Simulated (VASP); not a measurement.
Crystal: Cs3Pr.

```xyz
4
Lattice="9.2008 0.0000 0.0000 -4.6004 7.9681 0.0000 0.0000 0.0000 3.8651" Properties=species:S:1:pos:R:3 pbc="T T T"
Cs    4.6004    0.0000    1.9326
Cs   -2.3002    3.9841    1.9326
Cs    2.3002    3.9841    1.9326
Pr    0.0000    0.0000    1.9326
```

The cell was generated, and may not be a known phase.

* Program: VASP 6.6.1
* Task: relaxation of cell and atoms
* Functional: PBE
* Potentials or basis: VASP PAW PBE potentials, release 64 (Cs_sv, Pr_3), 4f in core
* Cutoff: 500 eV
* k mesh: 6 × 6 × 10
* Occupations: gaussian, width 0.1 eV
* Spin: no spin polarisation

At the start: pressure 0.1 GPa; volume 70.84 Å³/atom.

Q: Where does the relaxation end?

A: Over 5 steps the energy falls by 2.7 meV/atom and the volume is 72.42 Å³/atom (+2.2 %); space group P6/mmm (No. 191, to 0.1 Å) before and after.

The path:
```tsv
step	energy change (eV)	largest force (eV/Å)	pressure (GPa)	volume (Å³)
1	0.0000	0.0000	0.12	283.37
2	-0.0067	0.0000	0.08	285.59
3	-0.0105	0.0000	0.02	289.06
4	-0.0105	0.0000	0.02	289.17
5	-0.0106	0.0000	0.01	289.70
```

Final structure:
```cif
data_structure
_symmetry_space_group_name_H-M 'P 1'
_symmetry_Int_Tables_number 1
_cell_length_a 9.1829
_cell_length_b 9.1829
_cell_length_c 3.9669
_cell_angle_alpha 90.000
_cell_angle_beta 90.000
_cell_angle_gamma 120.000
_cell_volume 289.70
loop_
_atom_site_label
_atom_site_type_symbol
_atom_site_fract_x
_atom_site_fract_y
_atom_site_fract_z
_atom_site_occupancy
Cs1 Cs 0.50000 0.00000 0.50000 1
Cs2 Cs 0.00000 0.50000 0.50000 1
Cs3 Cs 0.50000 0.50000 0.50000 1
Pr1 Pr 0.00000 0.00000 0.50000 1
```
